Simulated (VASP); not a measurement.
# PtS2 (P1) in VASP: further runs

Runs on PtS2. Level: PBE+D3(BJ). Tasks: single point.

All numbers are computed with VASP 6.6.1; they aren't measurements. Logs are shortened: lines on timing, memory, paths and dates and some standing lists are left out, and cuts for length are marked.

## (1) The cell of the first run

The typed cell holds 3 atoms: a = 3.583 Å, b = 3.583 Å, c = 4.663 Å, α = 90.00°, β = 90.00°, γ = 120.00°.

## (2) Single point, PBE+D3(BJ) (atoms displaced along several vibrational modes)

Input file INCAR:

```
PREC = Accurate
ENCUT = 500
EDIFF = 1E-6
ISMEAR = 0
SIGMA = 0.03
LREAL = F
LASPH = T
NELM = 120
ALGO = Normal
ISIF = 2
LWAVE = F
LCHARG = T
GGA = PE
IVDW = 12
LELF = T
LVHAR = T
NBANDS = 18
GGA_COMPAT = F
```

Input file KPOINTS:

```
Automatic mesh
0
Gamma
  12 12 8
```

Input file POSCAR:

```
PtS2
1.0
    3.5832742325      0.0000000000      0.0000000000
   -1.7916371163      3.1032065141      0.0000000000
    0.0000000000      0.0000000000      4.6628322088
Pt S
1 2
Direct
    0.0035773087      0.0000000000      0.0000000000
    0.2840487995      0.6666666667      0.2587415406
    0.6941833996      0.3333333333      0.7412584594
```

Potentials or basis: VASP PAW PBE potentials, release 64 (Pt, S).

Command:

```sh
$ cat potpaw_PBE.64/Pt/POTCAR potpaw_PBE.64/S/POTCAR > POTCAR
$ mpirun -np 1 vasp_std > vasp.out
```

OUTCAR:

```text
PREC = Accurate
   ENCUT = 500
   EDIFF = 1E-6
   ISMEAR = 0
   LREAL = F
   LASPH = T
   NELM = 120
   ISIF = 2
   GGA = PE
   IVDW = 12
 IVDW          = 12

 ion  position               nearest neighbor table
   1  0.004  0.000  0.000-   2 2.26   3 2.33   3 2.40   2 2.40   3 2.46   2 2.54
   2  0.284  0.667  0.259-   1 2.26   1 2.40   1 2.54
   3  0.694  0.333  0.741-   1 2.33   1 2.40   1 2.46

  LATTYP: Found a hexagonal cell.
 ALAT       =     3.5832742325
 C/A-ratio  =     1.3012769624

  Lattice vectors:

 A1 = (   3.5832742325,   0.0000000000,   0.0000000000)
 A2 = (  -1.7916371163,   3.1032065141,   0.0000000000)
 A3 = (   0.0000000000,   0.0000000000,   4.6628322088)

Analysis of symmetry for initial positions (statically):
=====================================================================
 Subroutine PRICEL returns:
 Original cell was already a primitive cell.

 Routine SETGRP: Setting up the symmetry group for a
 hexagonal supercell.

 Subroutine GETGRP returns: Found  1 space group operations
 (whereof  1 operations were pure point group operations)
 out of a pool of 24 trial point group operations.

The static configuration has the point symmetry C_1 .

Analysis of symmetry for dynamics (positions and initial velocities):
=====================================================================
 Subroutine PRICEL returns:
 Original cell was already a primitive cell.

 Routine SETGRP: Setting up the symmetry group for a
 hexagonal supercell.

 Subroutine GETGRP returns: Found  1 space group operations
 (whereof  1 operations were pure point group operations)
 out of a pool of 24 trial point group operations.

The dynamic configuration has the point symmetry C_1 .

 Subroutine INISYM returns: Found  1 space group operations
 (whereof  1 operations are pure point group operations),
 and found     1 'primitive' translations

----------------------------------------------------------------------------------------

                                     Primitive cell

  volume of cell :      51.8490

  direct lattice vectors                    reciprocal lattice vectors
     3.583274232  0.000000000  0.000000000     0.279074370  0.161123663  0.000000000
    -1.791637116  3.103206514  0.000000000     0.000000000  0.322247326  0.000000000
     0.000000000  0.000000000  4.662832209     0.000000000  0.000000000  0.214461931

  length of vectors
     3.583274232  3.583274233  4.662832209     0.322247326  0.322247326  0.214461931

  position of ions in fractional coordinates (direct lattice)
     0.003577309  0.000000000  0.000000000
     0.284048799  0.666666667  0.258741541
     0.694183400  0.333333333  0.741258459

  ion indices of the primitive-cell ions
   primitive index   ion index
                 1           1
                 2           2
                 3           3

----------------------------------------------------------------------------------------

 KPOINTS: Automatic mesh

Automatic generation of k-mesh.
 Grid dimensions read from file:
 generate k-points for:   12   12    8

 Generating k-lattice:

  Cartesian coordinates                     Fractional coordinates (reciprocal lattice)
     0.023256198  0.013426972  0.000000000     0.083333333  0.000000000  0.000000000
     0.000000000  0.026853944  0.000000000     0.000000000  0.083333333  0.000000000
     0.000000000  0.000000000  0.026807741     0.000000000  0.000000000  0.125000000

  Length of vectors
     0.026853944  0.026853944  0.026807741

  Shift w.r.t. Gamma in fractional coordinates (k-lattice)
     0.000000000  0.000000000  0.000000000

 Subroutine IBZKPT returns following result:
 ===========================================

 Found    580 irreducible k-points:

 Following reciprocal coordinates:
            Coordinates               Weight
  0.000000  0.000000  0.000000      1.000000
  0.083333  0.000000  0.000000      2.000000
  0.000000  0.083333  0.000000      2.000000
 -0.083333  0.083333  0.000000      2.000000
  0.166667  0.000000  0.000000      2.000000
  0.000000  0.166667  0.000000      2.000000
[... 16 lines left out ...]
  0.166667  0.083333  0.000000      2.000000
 -0.083333  0.250000  0.000000      2.000000
 [... further k-points ...]
   k-points           NKPTS =    580   k-points in BZ     NKDIM =    580   number of bands    NBANDS=     18
   number of dos      NEDOS =    301   number of ions     NIONS =      3
   total plane-waves  NPLWV =  28224
   dimension x,y,z NGX =    28 NGY =   28 NGZ =   36
   dimension x,y,z NGXF=    56 NGYF=   56 NGZF=   72
   ions per type =               1   2
   NGX,Y,Z   is equivalent  to a cutoff of  12.99, 12.99, 12.84 a.u.
   NGXF,Y,Z  is equivalent  to a cutoff of  25.98, 25.98, 25.67 a.u.
 SYSTEM =  unknown system
   PREC   = accura    normal or accurate (medium, high low for compatibility)
   ISTART =      0    job   : 0-new  1-cont  2-samecut
   ICHARG =      2    charge: 1-file 2-atom 10-const
   ISPIN  =      1    spin polarized calculation?
   LNONCOLLINEAR =      F non collinear calculations
   LSORBIT =      F    spin-orbit coupling
   LASPH  =      T    aspherical Exc in radial PAW
   ENCUT  =  500.0 eV  36.75 Ry    6.06 a.u.   6.53  6.53  8.50*2*pi/ulx,y,z
   NELM   =    120;   NELMIN=  2; NELMDL= -5     # of ELM steps
   EDIFF  = 0.1E-05   stopping-criterion for ELM
   LREAL  =      F    real-space projection
   EDIFFG = 0.1E-04   stopping-criterion for IOM
   NSW    =      0    number of steps for IOM
   IBRION =     -1    ionic relax: 0-MD 1-quasi-New 2-CG
   NFREE  =      0    steps in history (QN), initial steepest desc. (CG)
   ISIF   =      2    stress and relaxation
   ISYM   =      2    0-nonsym 1-usesym 2-fastsym
   POTIM  = 0.5000    time-step for ionic-motion
   TEBEG  =    0.0;   TEEND  =   0.0 temperature during run
   PSTRESS=    0.0 pullay stress
   NELECT =      22.0000    total number of electrons
   NUPDOWN=      -1.0000    fix difference up-down
   EMIN   =  10.00;   EMAX   =-10.00  energy-range for DOS
   EFERMI =   0.00;   METHOD = LEGACY
   ISMEAR =     0;   SIGMA  =   0.03  broadening in eV -4-tet -1-fermi 0-gaus
   EFERMI_NEDOS =   21; number of points for ismear=-14 and -15
   IALGO  =     38    algorithm
   IMIX   =      4    mixing-type and parameters
     AMIX     =   0.40;   BMIX     =  1.00
     AMIX_MAG =   1.60;   BMIX_MAG =  1.00
  volume/ion in A,a.u.               =      17.28       116.63
  Fermi-wavevector in a.u.,A,eV,Ry     =   1.230181  2.324704 20.590301  1.513344
  Thomas-Fermi vector in A             =   2.365039
   LORBIT       =      0    0 simple, 1 ext, 2 COOP (PROOUT), +10 PAW based schemes
   GGA     = PE    functional components
   LHFCALC =     F    Hartree Fock is set to
   AEXX    =    0.0000 exact exchange contribution
   IVDW    =    12    specifies the selected vdW correction
   LEPSILON=     F    determine dielectric tensor
   LRPA    =     F    only Hartree local field effects (RPA)
 non-spin polarized calculation
 Gauss-broadening in eV      SIGMA  =   0.03
  energy-cutoff  :      500.00
  volume of cell :       51.85
 maximum number of plane-waves:      1350
 NGX is ok and might be reduce to    28
   NGX = 13   NGY = 13   NGZ = 17

 number of electron      21.9999998 magnetization

 Free energy of the ion-electron system (eV)
  ---------------------------------------------------
  ext. energy  EPLUGINS =         0.00000000
  ---------------------------------------------------
  free energy    TOTEN  =       -15.10388315 eV

  energy without entropy =      -15.10382213  energy(sigma->0) =      -15.10385264

 E-fermi :   7.8652     XC(G=0): -11.0355

 val. band max:        7.8570150776   @ k =  -0.3333  -0.0000   0.2500
 cond. band min:       7.9056873445   @ k =  -0.2500  -0.0833   0.2500
 fundamental gap:      0.0486722669
 Fermi energy:         7.8651504785

 k-point     1 :       0.0000    0.0000    0.0000
  band No.  band energies     occupation
      1      -8.0553      2.00000
      2      -4.5706      2.00000
      3       0.2105      2.00000
      4       0.7354      2.00000
      5       1.0655      2.00000
      6       3.6336      2.00000
[... 10 lines left out ...]
     17      16.0402      0.00000
     18      19.6750      0.00000

 k-point     2 :       0.0833    0.0000    0.0000
  band No.  band energies     occupation
      1      -7.9736      2.00000
      2      -4.6255      2.00000
      3       0.2903      2.00000
      4       0.7797      2.00000
      5       1.1424      2.00000
      6       3.5783      2.00000
[... 10 lines left out ...]
     17      16.2231      0.00000
     18      18.7588      0.00000

 k-point     3 :       0.0000    0.0833    0.0000
  band No.  band energies     occupation
      1      -7.9687      2.00000
      2      -4.6350      2.00000
      3       0.3051      2.00000
      4       0.8306      2.00000
      5       1.1227      2.00000
      6       3.5119      2.00000
[... 10 lines left out ...]
     17      16.0834      0.00000
     18      18.3366      0.00000

 k-point     4 :      -0.0833    0.0833    0.0000
  band No.  band energies     occupation
      1      -7.9664      2.00000
      2      -4.6411      2.00000
      3       0.3201      2.00000
      4       0.8482      2.00000
      5       1.1394      2.00000
      6       3.4682      2.00000
[... 375 lines left out ...]
      4       0.9406      2.00000
      5       1.3044      2.00000
      6       3.2998      2.00000
[... 10 lines left out ...]
     17      16.3534      0.00000
     18      17.6167      0.00000

 k-point    23 :       0.1667    0.0833    0.0000
  band No.  band energies     occupation
      1      -7.5104      2.00000
      2      -4.9063      2.00000
      3       0.6732      2.00000
      4       1.0533      2.00000
      5       1.5055      2.00000
      6       3.0612      2.00000
[... 10 lines left out ...]
     17      16.8978      0.00000
     18      17.2259      0.00000

 k-point    24 :      -0.0833    0.2500    0.0000
  band No.  band energies     occupation
      1      -7.4658      2.00000
      2      -4.9679      2.00000
      3       0.9027      2.00000
      4       1.3160      2.00000
      5       1.5400      2.00000
      6       2.6493      2.00000
[... 10 lines left out ...]
     17      16.3062      0.00000
     18      17.2314      0.00000

 [... further k-points ...]

------------------------ aborting loop because EDIFF is reached ----------------------------------------

 Edisp (eV)   -1.35401

 E8    (eV) :    -0.5436

  FORCE on cell =-STRESS in cart. coord.  units (eV):
  Direction    XX          YY          ZZ          XY          YZ          ZX
  --------------------------------------------------------------------------------------
  -------------------------------------------------------------------------------------
  Total       0.81572     0.21737     0.64823    -1.36303    -0.56438     2.70927
  in kB      25.20630     6.71682    20.03080   -42.11860   -17.43991    83.71868
  external pressure =       17.32 kB  Pullay stress =        0.00 kB

 VOLUME and BASIS-vectors are now :
 -----------------------------------------------------------------------------
  energy-cutoff  :      500.00
  volume of cell :       51.85
      direct lattice vectors                 reciprocal lattice vectors
     3.583274232  0.000000000  0.000000000     0.279074370  0.161123663  0.000000000
    -1.791637116  3.103206514  0.000000000     0.000000000  0.322247326  0.000000000
     0.000000000  0.000000000  4.662832209     0.000000000  0.000000000  0.214461931

 POSITION                                       TOTAL-FORCE (eV/Angst)
 -----------------------------------------------------------------------------------
      0.01282      0.00000      0.00000        -0.854330      0.227267     -0.262727
     -0.17660      2.06880      1.20647         1.801030     -0.358327      0.438395
      1.89024      1.03440      3.45636        -0.946701      0.131060     -0.175668
 -----------------------------------------------------------------------------------
    total drift:                                0.000074     -0.000005      0.000014

  FREE ENERGIE OF THE ION-ELECTRON SYSTEM (eV)
  ---------------------------------------------------
  free  energy   TOTEN  =       -16.4578918061 eV

  energy  without entropy=      -16.4578307880  energy(sigma->0) =      -16.45786130
```

It took 9.8 min on 1 thread of Oxide Virtual Turin-like, shared host; peak memory 0.53 GiB.

What came out:

```
Free energy                : -16.4579 eV
Pressure                   : 1.7 GPa
Largest force              : 1.888 eV/Å
Band gap on the k mesh     : zero (bands 11 and 12 overlap by 0.16 eV)
Dispersion energy per atom : -0.451 eV
```

Forces in eV/Å, atoms in the order of the input:
```
Pt  -0.854  0.227 -0.263
S    1.801 -0.358  0.438
S   -0.947  0.131 -0.176
```

Levels at points of the mesh, in eV from the Fermi level:
```tsv
k point	band 7	band 8	band 9	band 10	band 11	band 12	band 13	band 14	band 15	band 16
(0.00, 0.00, 0.00)	-4.06	-2.44	-1.92	-1.08	0.15	0.83	1.76	3.74	5.14	7.02
(0.50, 0.00, 0.00)	-3.92	-3.59	-3.46	-3.19	-2.86	0.46	2.68	5.53	6.56	7.53
(0.00, 0.50, 0.00)	-4.07	-3.84	-3.60	-3.31	-2.78	0.87	2.23	5.62	6.20	7.58
(0.50, 0.50, 0.00)	-3.98	-3.85	-3.68	-3.50	-2.74	1.30	2.07	5.17	6.15	7.16
(0.00, 0.00, 0.50)	-4.11	-3.21	-2.08	-1.93	-1.42	2.10	2.50	5.32	6.91	7.00
(0.50, 0.00, 0.50)	-3.51	-3.35	-3.12	-2.97	-1.06	1.12	1.90	4.59	4.75	7.47
(0.00, 0.50, 0.50)	-3.67	-3.59	-3.21	-2.94	-1.26	0.71	1.92	4.74	5.16	7.59
(0.50, 0.50, 0.50)	-3.74	-3.63	-3.26	-3.02	-1.78	0.54	1.71	5.28	5.69	7.82
```

Caveat: the cell differs from its parent crystal (atoms displaced along several vibrational modes); spin-orbit coupling is left out, which moves the levels of the heavy elements; forces of over 1 eV/Å act on the atoms, so gaps and moduli don't describe the material at rest.

## (3) Single point, PBE+D3(BJ) (atoms displaced along several vibrational modes)

Input file INCAR:

```
PREC = Accurate
ENCUT = 500
EDIFF = 1E-6
ISMEAR = 0
SIGMA = 0.03
LREAL = False
LASPH = True
NELM = 120
ALGO = Normal
ISIF = 2
LWAVE = False
LCHARG = False
GGA = PE
IVDW = 12
NBANDS = 18
GGA_COMPAT = False
```

KPOINTS is that of step 2.

Input file POSCAR:

```
PtS2
1.0
    3.5832742325      0.0000000000      0.0000000000
   -1.7916371163      3.1032065141      0.0000000000
    0.0000000000      0.0000000000      4.6628322088
Pt S
1 2
Direct
    0.0059621812      0.0000000000      0.0000000000
    0.2767928659      0.6666666667      0.2587415406
    0.6869274659      0.3333333333      0.7412584594
```

Potentials or basis: VASP PAW PBE potentials, release 64 (Pt, S).

Command:

```sh
$ cat potpaw_PBE.64/Pt/POTCAR potpaw_PBE.64/S/POTCAR > POTCAR
$ mpirun -np 1 vasp_std > vasp.out
```

Wall time 9.9 min (1 thread of Oxide Virtual Turin-like, shared host); peak memory 0.53 GiB.

Results (log left out):

```
Free energy                : -16.4184 eV
Pressure                   : 2.1 GPa
Largest force              : 2.220 eV/Å
Band gap on the k mesh     : zero (bands 11 and 12 overlap by 0.09 eV)
Dispersion energy per atom : -0.451 eV
```

Forces in eV/Å, atoms in the order of the input:
```
Pt  -1.431  0.378 -0.439
S    2.093 -0.475  0.569
S   -0.661  0.097 -0.130
```

Stress tensor (GPa, compression positive):
```
 3.04 -4.30  8.44
-4.30  0.94 -2.03
 8.44 -2.03  2.32
```

Levels at points of the mesh, in eV from the Fermi level:
| k point | band 7 | band 8 | band 9 | band 10 | band 11 | band 12 | band 13 | band 14 | band 15 | band 16 |
| --- | --- | --- | --- | --- | --- | --- | --- | --- | --- | --- |
| (0.00, 0.00, 0.00) | -4.10 | -2.47 | -1.84 | -1.03 | 0.09 | 0.86 | 1.76 | 3.77 | 5.13 | 7.03 |
| (0.50, 0.00, 0.00) | -3.92 | -3.63 | -3.45 | -3.17 | -2.84 | 0.46 | 2.67 | 5.52 | 6.58 | 7.54 |
| (0.00, 0.50, 0.00) | -4.06 | -3.86 | -3.57 | -3.31 | -2.75 | 0.87 | 2.19 | 5.58 | 6.25 | 7.63 |
| (0.50, 0.50, 0.00) | -3.99 | -3.86 | -3.67 | -3.46 | -2.73 | 1.30 | 2.07 | 5.15 | 6.17 | 7.14 |
| (0.00, 0.00, 0.50) | -4.16 | -3.19 | -2.04 | -1.89 | -1.41 | 2.08 | 2.49 | 5.34 | 6.84 | 7.02 |
| (0.50, 0.00, 0.50) | -3.52 | -3.38 | -3.13 | -2.92 | -1.05 | 1.11 | 1.91 | 4.61 | 4.75 | 7.48 |
| (0.00, 0.50, 0.50) | -3.73 | -3.63 | -3.24 | -2.82 | -1.24 | 0.66 | 1.90 | 4.79 | 5.15 | 7.59 |
| (0.50, 0.50, 0.50) | -3.77 | -3.65 | -3.31 | -2.93 | -1.76 | 0.54 | 1.71 | 5.29 | 5.69 | 7.83 |

Caveat: the cell differs from its parent crystal (atoms displaced along several vibrational modes); spin-orbit coupling is left out, which moves the levels of the heavy elements; forces of over 1 eV/Å act on the atoms, so gaps and moduli don't describe the material at rest.

The gap in the log of VASP goes by the Fermi energy; the results here count the filled bands.